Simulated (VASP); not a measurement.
**Re: electric field gradients with LDA**

Re:

```
Re
1.0
     2.60290    0.00000    0.00000
    -1.30145    2.25418    0.00000
     0.00000    0.00000    4.20362
Re
2
Direct
  0.33333 0.66667 0.25000
  0.66667 0.33333 0.75000
```

This cell differs from its parent crystal: zz strain of +1 %.

```json
{
 "Program": "VASP 6.6.1",
 "Task": "electric field gradients",
 "Functional": "LDA",
 "Potentials or basis": "VASP PAW LDA potentials, release 64 (Re)",
 "Cutoff": "520 eV",
 "k mesh": "14 × 14 × 8",
 "Occupations": "fermi-dirac, width 0.05 eV",
 "Spin": "no spin polarisation",
 "Dipole correction": "no",
 "Further INCAR settings": "ALGO = Normal; EDIFF = 1e-08; NBANDS = 14"
}
```

* Pressure: 89.0 GPa
* Band gap on the k mesh: zero (band 7 reaches 12.16 eV, above the bottom of band 8 at 7.93 eV)

Stress tensor (GPa, compression positive):
```
89.33  0.00  0.00
 0.00 89.33  0.00
 0.00  0.00 88.29
```

Levels at points of the mesh, in eV from the Fermi level:
| k point | band 5 | band 6 | band 7 | band 8 | band 9 | band 10 |
| --- | --- | --- | --- | --- | --- | --- |
| (0.00, 0.00, 0.00) | -2.13 | -1.05 | -1.05 | 0.14 | 0.14 | 1.33 |
| (0.50, 0.00, 0.00) | -1.62 | -1.58 | -0.68 | 5.14 | 5.70 | 5.87 |
| (0.00, 0.00, 0.50) | -2.31 | -2.31 | -2.31 | -2.31 | 3.25 | 3.25 |
| (0.50, 0.00, 0.50) | 0.40 | 0.40 | 1.54 | 1.54 | 5.56 | 5.56 |

Electric field gradients, principal values (V/Å²):
```csv
atom,least,middle,greatest (by size)
1 Re,40.499,40.499,-80.998
2 Re,40.499,40.499,-80.998
```

Wall time 55 s on 1 thread of AMD EPYC 7R43 64-Core Processor (Zen 3), on a shared host, peak memory 0.12 GiB.

Caveat: the cell differs from its parent crystal (zz strain of +1 %); without QUAD_EFG the Cq values of the log hold for a quadrupole moment of 1 mb, not for the nuclei; spin-orbit coupling is left out, which moves the levels of the heavy elements.
